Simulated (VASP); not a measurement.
A run of VASP 6.6.1 is set up as follows.

The input POSCAR:

```
PbSe
1.0
    0.0000000000      3.0887022191      3.0887022191
    3.0887022191      0.0000000000      3.0887022191
    3.0887022191      3.0887022191      0.0000000000
Pb Se
1 1
Direct
    0.0000000000      0.0000000000      0.0000000000
    0.5000000000      0.5000000000      0.5000000000
```

File INCAR.step1:

```
PREC     = Accurate       # precision mode
ENCUT    = 550            # plane-wave cutoff, eV
ISMEAR   = 0              # smearing method
SIGMA    = 0.01           # smearing width, eV
LREAL    = False          # projectors in reciprocal space
LASPH    = True           # aspherical terms in the spheres
NELM     = 120            # most SCF steps
NBANDS   = 17             # bands
GGA      = PE             # functional
ALGO     = Normal         # electronic algorithm
EDIFF    = 1E-5           # SCF threshold, eV
LWAVE    = True           # write WAVECAR
LCHARG   = False          # write CHGCAR
GGA_COMPAT= False
```

Contents of INCAR.step2:

```
PREC     = Accurate       # precision mode
ENCUT    = 550            # plane-wave cutoff, eV
EDIFF    = 1E-6           # SCF threshold, eV
ISMEAR   = 0              # smearing method
SIGMA    = 0.01           # smearing width, eV
LREAL    = False          # projectors in reciprocal space
LASPH    = True           # aspherical terms in the spheres
NELM     = 120            # most SCF steps
ALGO     = Normal         # electronic algorithm
ISIF     = 2              # what is computed and relaxed
LWAVE    = False          # write WAVECAR
LCHARG   = False          # write CHGCAR
METAGGA  = R2SCAN         # meta-GGA
LMIXTAU  = True         
NBANDS   = 17             # bands
ISTART   = 1            
GGA_COMPAT= False
```

KPOINTS

```
Automatic mesh
0
Gamma
  8 8 8
```

Potentials or basis: VASP PAW PBE potentials, release 64 (Pb_d, Se).

Command:

```bash
$ cat potpaw_PBE.64/Pb_d/POTCAR potpaw_PBE.64/Se/POTCAR > POTCAR
$ cp INCAR.step1 INCAR
$ mpirun -np 1 vasp_std > vasp.out
$ cp INCAR.step2 INCAR
$ mpirun -np 1 vasp_std > vasp.out
```

(1) Predict the pressure.

(2) What does it give for the band gap on the k mesh?

Results:

(1) 0.0 GPa.

(2) 0.67 eV, direct.

Caveat: the PAW data sets were made with another functional, which shifts forces and pressure a little; spin-orbit coupling is left out, which moves the levels of the heavy elements.
